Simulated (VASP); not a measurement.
Here is a VASP 6.6.1 calculation.

File INCAR:

```
ALGO     = Normal         # electronic algorithm
EDIFF    = 1E-6           # SCF threshold, eV
ENCUT    = 520            # plane-wave cutoff, eV
GGA      = PE             # functional
ISIF     = 2              # what is computed and relaxed
ISMEAR   = 0              # smearing method
LASPH    = T              # aspherical terms in the spheres
LCHARG   = T              # write CHGCAR
LELF     = T              # ELF
LREAL    = F              # projectors in reciprocal space
LVHAR    = T            
LWAVE    = F              # write WAVECAR
NBANDS   = 23             # bands
NELM     = 80             # most SCF steps
PREC     = Accurate       # precision mode
SIGMA    = 0.1            # smearing width, eV
```

Contents of KPOINTS:

```
k-points
0
Gamma
  10 10 10
```

Contents of POSCAR:

```
MgSi4N2
1.0
   -1.7809256308      3.2979746457      4.4949909817
    1.7809256308     -3.2979746457      4.4949909817
    1.7809256308      3.2979746457     -4.4949909817
Mg Si N
1 4 2
Direct
    0.0000000000      0.0000000000      0.0000000000
    0.4953835791      0.6781749815      0.8172085976
    0.5046164209      0.3218250185      0.1827914024
    0.8609663840      0.6781749815      0.1827914024
    0.1390336160      0.3218250185      0.8172085976
    0.7886906751      0.5000000000      0.2886906751
    0.2113093249      0.5000000000      0.7113093249
```

Potentials or basis: VASP PAW PBE potentials, release 64 (Mg, Si, N).

The run is started by

```bash
$ cat potpaw_PBE.64/Mg/POTCAR potpaw_PBE.64/Si/POTCAR potpaw_PBE.64/N/POTCAR > POTCAR
$ mpirun -np 1 vasp_std > vasp.out
```

**Question.** Predict the band gap on the k mesh.

**Answer.** Zero (bands 14 and 15 overlap by 1.52 eV).

**Question.** Estimate the pressure.

**Answer.** -0.2 GPa.

**Question.** What does it give for the largest force?

**Answer.** 0.012 eV/Å.

Stress tensor (GPa, compression positive):
```
-0.24  0.00  0.00
 0.00 -0.25  0.00
 0.00  0.00 -0.14
```
